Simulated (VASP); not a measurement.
GaAs, 4 atoms in the cell. It takes space group I-4m2 (No. 119, tetragonal). Conventional cell: a = 3.997 Å, b = 3.997 Å, c = 5.596 Å, α = 90.00°, β = 90.00°, γ = 90.00°. Within 3.2 Å of Ga (site symmetry -4m2) lie 4 As at 2.44 Å. Within 3.2 Å of As (site symmetry -4m2) lie 4 Ga at 2.44 Å. 

| Property | Result |
| --- | --- |
| Program | VASP 6.6.1 |
| Task | single point |
| Functional | PBE |
| Potentials or basis | VASP PAW PBE potentials, release 64 (Ga_d, As) |
| Cutoff | 520 eV |
| k mesh | 8 × 8 × 6 |
| Occupations | gaussian, width 0.01 eV |
| Spin | no spin polarisation |
| Dipole correction | no |
| Further INCAR settings | ALGO = Normal; EDIFF = 1e-06; NBANDS = 26 |

Potentials or basis: VASP PAW PBE potentials, release 64 (Ga_d, As).

The run is started by

```sh
$ cat potpaw_PBE.64/Ga_d/POTCAR potpaw_PBE.64/As/POTCAR > POTCAR
$ mpirun -np 1 vasp_std > vasp.out
```

Hardware: 1 thread of Intel(R) Xeon(R) Platinum 8259CL CPU @ 2.50GHz (Skylake/Cascade Lake), on a shared host.

Task: How long does it take, and how much memory?

Result: Wall time 120 s on 1 thread of Intel(R) Xeon(R) Platinum 8259CL CPU @ 2.50GHz (Skylake/Cascade Lake) (shared host), peak memory 0.26 GiB. Counts: scf iterations 12, k points 60.
